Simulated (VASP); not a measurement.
# Mg4S (P4mm) in VASP: single point with PBE

Aim: the single point of Mg4S with PBE.

Everything below comes from runs of VASP 6.6.1. Logs are shortened: lines on timing, memory, paths and dates and some standing lists are left out, and cuts for length are marked.

## 1. The cell of the first run

It takes space group P4mm (No. 99, tetragonal). The conventional cell has a = 6.880 Å, b = 6.880 Å, c = 5.806 Å, α = 90.00°, β = 90.00°, γ = 90.00°. Mg (site symmetry m) has 1 S at 2.56 Å and 5 Mg at 2.83 to 3.07 Å within 3.4 Å. Mg (site symmetry m) has 2 S at 2.76 Å and 4 Mg at 3.07 to 3.11 Å within 3.6 Å. Within 3.4 Å of S (site symmetry 2mm) lie 6 Mg at 2.56 to 2.76 Å.

The cell was generated, and may not be a known phase.

## 2. Single point, PBE

INCAR

```
SYSTEM = Mg4S
PREC = Accurate
ENCUT = 600
EDIFF = 1E-6
ISMEAR = 0
SIGMA = 0.2
LREAL = .FALSE.
LASPH = .TRUE.
NELM = 120
ALGO = Normal
ISIF = 2
LWAVE = .FALSE.
LCHARG = .FALSE.
GGA = PE
NBANDS = 25
GGA_COMPAT = .FALSE.
```

KPOINTS

```
Automatic mesh
0
G
  3 3 3
  0 0 0
```

POSCAR

```
Mg4S
1.0
    6.8801877739      0.0000000000      0.0000000000
    0.0000000000      6.8801877739      0.0000000000
    0.0000000000      0.0000000000      5.8055096737
Mg S
8 2
Direct
    0.2905895206      0.0000000000      0.3811364485
    0.7094104794      0.0000000000      0.3811364485
    0.0000000000      0.2905895206      0.3811364485
    0.0000000000      0.7094104794      0.3811364485
    0.2740012909      0.2740012909      0.7976675603
    0.7259987091      0.7259987091      0.7976675603
    0.7259987091      0.2740012909      0.7976675603
    0.2740012909      0.7259987091      0.7976675603
    0.5000000000      0.0000000000      0.0176402924
    0.0000000000      0.5000000000      0.0176402924
```

Potentials or basis: VASP PAW PBE potentials, release 64 (Mg, S).

Started as:

```bash
$ cat potpaw_PBE.64/Mg/POTCAR potpaw_PBE.64/S/POTCAR > POTCAR
$ mpirun -np 1 vasp_std > vasp.out
```

OUTCAR:

```text
SYSTEM = Mg4S
   PREC = Accurate
   ENCUT = 600
   EDIFF = 1E-6
   ISMEAR = 0
   LREAL = .FALSE.
   LASPH = .TRUE.
   NELM = 120
   ISIF = 2
   GGA = PE

 ion  position               nearest neighbor table
   1  0.291  0.000  0.381-   9 2.56   4 2.83   3 2.83   2 2.88   8 3.07   5 3.07
   2  0.709  0.000  0.381-   9 2.56   4 2.83   3 2.83   1 2.88   7 3.07   6 3.07
   3  0.000  0.291  0.381-  10 2.56   2 2.83   1 2.83   4 2.88   7 3.07   5 3.07
   4  0.000  0.709  0.381-  10 2.56   2 2.83   1 2.83   3 2.88   8 3.07   6 3.07
   5  0.274  0.274  0.798-   9 2.76  10 2.76   1 3.07   3 3.07   7 3.11   8 3.11
   6  0.726  0.726  0.798-   9 2.76  10 2.76   2 3.07   4 3.07   7 3.11   8 3.11
   7  0.726  0.274  0.798-   9 2.76  10 2.76   2 3.07   3 3.07   5 3.11   6 3.11
   8  0.274  0.726  0.798-   9 2.76  10 2.76   1 3.07   4 3.07   5 3.11   6 3.11
   9  0.500  0.000  0.018-   1 2.56   2 2.56   5 2.76   6 2.76   7 2.76   8 2.76
  10  0.000  0.500  0.018-   3 2.56   4 2.56   5 2.76   6 2.76   7 2.76   8 2.76

  LATTYP: Found a simple tetragonal cell.
 ALAT       =     6.8801877739
 C/A-ratio  =     0.8438010509

  Lattice vectors:

 A1 = (   6.8801877739,   0.0000000000,   0.0000000000)
 A2 = (   0.0000000000,   6.8801877739,   0.0000000000)
 A3 = (   0.0000000000,   0.0000000000,   5.8055096737)

Analysis of symmetry for initial positions (statically):
=====================================================================
 Subroutine PRICEL returns:
 Original cell was already a primitive cell.

 Routine SETGRP: Setting up the symmetry group for a
 simple tetragonal supercell.

 Subroutine GETGRP returns: Found  8 space group operations
 (whereof  8 operations were pure point group operations)
 out of a pool of 16 trial point group operations.

The static configuration has the point symmetry C_4v.

Analysis of symmetry for dynamics (positions and initial velocities):
=====================================================================
 Subroutine PRICEL returns:
 Original cell was already a primitive cell.

 Routine SETGRP: Setting up the symmetry group for a
 simple tetragonal supercell.

 Subroutine GETGRP returns: Found  8 space group operations
 (whereof  8 operations were pure point group operations)
 out of a pool of 16 trial point group operations.

The dynamic configuration has the point symmetry C_4v.

 Subroutine INISYM returns: Found  8 space group operations
 (whereof  8 operations are pure point group operations),
 and found     1 'primitive' translations

----------------------------------------------------------------------------------------

                                     Primitive cell

  volume of cell :     274.8153

  direct lattice vectors                    reciprocal lattice vectors
     6.880187774  0.000000000  0.000000000     0.145344870  0.000000000  0.000000000
     0.000000000  6.880187774  0.000000000     0.000000000  0.145344870  0.000000000
     0.000000000  0.000000000  5.805509674     0.000000000  0.000000000  0.172250165

  length of vectors
     6.880187774  6.880187774  5.805509674     0.145344870  0.145344870  0.172250165

  position of ions in fractional coordinates (direct lattice)
     0.290589521  0.000000000  0.381136449
     0.709410479  0.000000000  0.381136449
     0.000000000  0.290589521  0.381136449
     0.000000000  0.709410479  0.381136449
     0.274001291  0.274001291  0.797667560
     0.725998709  0.725998709  0.797667560
     0.725998709  0.274001291  0.797667560
     0.274001291  0.725998709  0.797667560
     0.500000000  0.000000000  0.017640292
     0.000000000  0.500000000  0.017640292

  ion indices of the primitive-cell ions
   primitive index   ion index
                 1           1
                 2           2
                 3           3
                 4           4
                 5           5
                 6           6
                 7           7
                 8           8
                 9           9
                10          10

----------------------------------------------------------------------------------------

 KPOINTS: Automatic mesh

Automatic generation of k-mesh.
 Grid dimensions read from file:
 generate k-points for:    3    3    3

 Generating k-lattice:

  Cartesian coordinates                     Fractional coordinates (reciprocal lattice)
     0.048448290  0.000000000  0.000000000     0.333333333  0.000000000  0.000000000
     0.000000000  0.048448290  0.000000000     0.000000000  0.333333333  0.000000000
     0.000000000  0.000000000  0.057416722     0.000000000  0.000000000  0.333333333

  Length of vectors
     0.048448290  0.048448290  0.057416722

  Shift w.r.t. Gamma in fractional coordinates (k-lattice)
     0.000000000  0.000000000  0.000000000

 Subroutine IBZKPT returns following result:
 ===========================================

 Found      6 irreducible k-points:

 Following reciprocal coordinates:
            Coordinates               Weight
  0.000000  0.000000  0.000000      1.000000
  0.333333  0.000000  0.000000      4.000000
  0.333333  0.333333  0.000000      4.000000
  0.000000  0.000000  0.333333      2.000000
  0.333333  0.000000  0.333333      8.000000
  0.333333  0.333333  0.333333      8.000000
   k-points           NKPTS =      6   k-points in BZ     NKDIM =      6   number of bands    NBANDS=     25
   number of dos      NEDOS =    301   number of ions     NIONS =     10
   total plane-waves  NPLWV = 150528
   dimension x,y,z NGX =    56 NGY =   56 NGZ =   48
   dimension x,y,z NGXF=   112 NGYF=  112 NGZF=   96
   ions per type =               8   2
   NGX,Y,Z   is equivalent  to a cutoff of  13.53, 13.53, 13.75 a.u.
   NGXF,Y,Z  is equivalent  to a cutoff of  27.06, 27.06, 27.49 a.u.
 SYSTEM =  Mg4S
   PREC   = accura    normal or accurate (medium, high low for compatibility)
   ISTART =      0    job   : 0-new  1-cont  2-samecut
   ICHARG =      2    charge: 1-file 2-atom 10-const
   ISPIN  =      1    spin polarized calculation?
   LNONCOLLINEAR =      F non collinear calculations
   LSORBIT =      F    spin-orbit coupling
   LASPH  =      T    aspherical Exc in radial PAW
   ENCUT  =  600.0 eV  44.10 Ry    6.64 a.u.  13.74 13.74 11.60*2*pi/ulx,y,z
   NELM   =    120;   NELMIN=  2; NELMDL= -5     # of ELM steps
   EDIFF  = 0.1E-05   stopping-criterion for ELM
   LREAL  =      F    real-space projection
   EDIFFG = 0.1E-04   stopping-criterion for IOM
   NSW    =      0    number of steps for IOM
   IBRION =     -1    ionic relax: 0-MD 1-quasi-New 2-CG
   NFREE  =      0    steps in history (QN), initial steepest desc. (CG)
   ISIF   =      2    stress and relaxation
   ISYM   =      2    0-nonsym 1-usesym 2-fastsym
   POTIM  = 0.5000    time-step for ionic-motion
   TEBEG  =    0.0;   TEEND  =   0.0 temperature during run
   PSTRESS=    0.0 pullay stress
   NELECT =      28.0000    total number of electrons
   NUPDOWN=      -1.0000    fix difference up-down
   EMIN   =  10.00;   EMAX   =-10.00  energy-range for DOS
   EFERMI =   0.00;   METHOD = LEGACY
   ISMEAR =     0;   SIGMA  =   0.20  broadening in eV -4-tet -1-fermi 0-gaus
   EFERMI_NEDOS =   21; number of points for ismear=-14 and -15
   IALGO  =     38    algorithm
   IMIX   =      4    mixing-type and parameters
     AMIX     =   0.40;   BMIX     =  1.00
     AMIX_MAG =   1.60;   BMIX_MAG =  1.00
  volume/ion in A,a.u.               =      27.48       185.45
  Fermi-wavevector in a.u.,A,eV,Ry     =   0.764623  1.444927  7.954618  0.584648
  Thomas-Fermi vector in A             =   1.864565
   LORBIT       =      0    0 simple, 1 ext, 2 COOP (PROOUT), +10 PAW based schemes
   GGA     = PE    functional components
   LHFCALC =     F    Hartree Fock is set to
   AEXX    =    0.0000 exact exchange contribution
   IVDW    =     0    specifies the selected vdW correction
   LEPSILON=     F    determine dielectric tensor
   LRPA    =     F    only Hartree local field effects (RPA)
 non-spin polarized calculation
 Gauss-broadening in eV      SIGMA  =   0.20
  energy-cutoff  :      600.00
  volume of cell :      274.82
 maximum number of plane-waves:      9199
 NGX is ok and might be reduce to    56
   NGX = 27   NGY = 27   NGZ = 23

 number of electron      28.0000002 magnetization

 Free energy of the ion-electron system (eV)
  ---------------------------------------------------
  ext. energy  EPLUGINS =         0.00000000
  ---------------------------------------------------
  free energy    TOTEN  =       -20.96608779 eV

  energy without entropy =      -20.87648138  energy(sigma->0) =      -20.92128458

 E-fermi :   2.1235     XC(G=0):  -7.7732

 val. band max:        1.9988843889   @ k =   0.3333   0.0000   0.3333
 cond. band min:       2.1433783336   @ k =   0.3333   0.3333   0.0000
 fundamental gap:      0.1444939447
 Fermi energy:         2.1234570275

 k-point     1 :       0.0000    0.0000    0.0000
  band No.  band energies     occupation
      1     -11.4762      2.00000
      2     -11.3470      2.00000
      3      -3.0229      2.00000
      4      -3.0229      2.00000
      5      -2.8783      2.00000
      6      -2.6914      2.00000
[... 17 lines left out ...]
     24       6.0320      0.00000
     25       6.0320      0.00000

 k-point     2 :       0.3333    0.0000    0.0000
  band No.  band energies     occupation
      1     -11.4434      2.00000
      2     -11.3787      2.00000
      3      -3.1590      2.00000
      4      -2.8936      2.00000
      5      -2.8239      2.00000
      6      -2.6584      2.00000
[... 17 lines left out ...]
     24       5.6647      0.00000
     25       5.7340      0.00000
[... 82 lines left out ...]
     24       5.8112      0.00000
     25       6.2468      0.00000

 k-point     6 :       0.3333    0.3333    0.3333
  band No.  band energies     occupation
      1     -11.4124      2.00000
      2     -11.3814      2.00000
      3      -3.4698      2.00000
      4      -3.1442      2.00000
      5      -3.1421      2.00000
      6      -2.9162      2.00000
[... 17 lines left out ...]
     24       5.6728      0.00000
     25       5.9407      0.00000

------------------------ aborting loop because EDIFF is reached ----------------------------------------

  FORCE on cell =-STRESS in cart. coord.  units (eV):
  Direction    XX          YY          ZZ          XY          YZ          ZX
  --------------------------------------------------------------------------------------
  -------------------------------------------------------------------------------------
  Total        0.0166653      0.0166653      0.1624929      0.0000000      0.0000000      0.0000000
  in kB        0.0971591      0.0971591      0.9473358      0.0000000      0.0000000      0.0000000
  external PRESSURE =       0.3805513 kB  Pullay stress =       0.0000000 kB

 VOLUME and BASIS-vectors are now :
 -----------------------------------------------------------------------------
  energy-cutoff  :      600.00
  volume of cell :      274.82
      direct lattice vectors                 reciprocal lattice vectors
     6.880187774  0.000000000  0.000000000     0.145344870  0.000000000  0.000000000
     0.000000000  6.880187774  0.000000000     0.000000000  0.145344870  0.000000000
     0.000000000  0.000000000  5.805509674     0.000000000  0.000000000  0.172250165

 POSITION                                       TOTAL-FORCE (eV/Angst)
 -----------------------------------------------------------------------------------
      1.99931      0.00000      2.21269         0.000863      0.000000     -0.041251
      4.88088      0.00000      2.21269        -0.000863     -0.000000     -0.041251
      0.00000      1.99931      2.21269         0.000000      0.000863     -0.041251
      0.00000      4.88088      2.21269         0.000000     -0.000863     -0.041251
      1.88518      1.88518      4.63087         0.025089      0.025089      0.009604
      4.99501      4.99501      4.63087        -0.025089     -0.025089      0.009604
      4.99501      1.88518      4.63087        -0.025089      0.025089      0.009604
      1.88518      4.99501      4.63087         0.025089     -0.025089      0.009604
      3.44009      0.00000      0.10241         0.000000     -0.000000      0.063293
      0.00000      3.44009      0.10241         0.000000      0.000000      0.063293
 -----------------------------------------------------------------------------------
    total drift:                               -0.000000      0.000000      0.000525

  FREE ENERGIE OF THE ION-ELECTRON SYSTEM (eV)
  ---------------------------------------------------
  free  energy   TOTEN  =       -20.9660877946 eV

  energy  without entropy=      -20.8764813752  energy(sigma->0) =      -20.92128458
```

Run time: 37 s. Hardware: 1 thread of AMD EPYC 9R45 (Zen 5), shared host; peak memory 0.36 GiB.

What came out:

```yaml
Free_energy: -20.9661 eV
Pressure: 0.0 GPa
Largest_force: 0.063 eV/Å
Band_gap_on_the_k_mesh: zero (bands 14 and 15 overlap by 0.28 eV)
```

Forces on the atoms (eV/Å):
```
Mg   0.001  0.000 -0.041
Mg  -0.001  0.000 -0.041
Mg   0.000  0.001 -0.041
Mg   0.000 -0.001 -0.041
Mg   0.025  0.025  0.010
Mg  -0.025 -0.025  0.010
Mg  -0.025  0.025  0.010
Mg   0.025 -0.025  0.010
S    0.000  0.000  0.063
S    0.000  0.000  0.063
```

Stress tensor (GPa, compression positive):
```
0.01 0.00 0.00
0.00 0.01 0.00
0.00 0.00 0.09
```

Caveat: the k points lie up to 0.36 Å⁻¹ apart; semilocal functionals underestimate gaps, and a narrow one can read as zero.

The gap in the log of VASP goes by the Fermi energy; the results here count the filled bands.